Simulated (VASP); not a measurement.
## TiC: single point with PBEsol

Crystal: TiC.

```xyz
2
Lattice="0.0000 2.1039 2.1039 2.1039 0.0000 2.1039 2.1039 2.1039 0.0000" Properties=species:S:1:pos:R:3 pbc="T T T"
Ti    0.0000    0.0000    0.0000
C     2.1039    2.1039    2.1039
```

```
Program                : VASP 6.6.1
Task                   : single point
Functional             : PBEsol
Potentials or basis    : VASP PAW PBE potentials, release 64 (Ti_sv, C)
Cutoff                 : 520 eV
k mesh                 : 11 × 11 × 11
Occupations            : methfessel-paxton, width 0.1 eV
Spin                   : no spin polarisation
Dipole correction      : no
Further INCAR settings : ALGO = Normal; EDIFF = 1e-07; NBANDS = 15
```

| Quantity | Value |
| --- | --- |
| Pressure | 18.5 GPa |
| Band gap on the k mesh | zero (band 8 reaches 11.04 eV, above the bottom of band 9 at 9.93 eV) |

Levels at points of the mesh, in eV from the Fermi level:
| k point | band 6 | band 7 | band 8 | band 9 | band 10 | band 11 |
| --- | --- | --- | --- | --- | --- | --- |
| (0.00, 0.00, 0.00) | 0.58 | 0.58 | 0.58 | 1.72 | 1.72 | 1.72 |

It took 16 s on 1 thread of Intel Xeon 8259CL, with other jobs on the host, peak memory 0.15 GiB.

Caveat: the PAW data sets were made with another functional, which shifts forces and pressure a little.
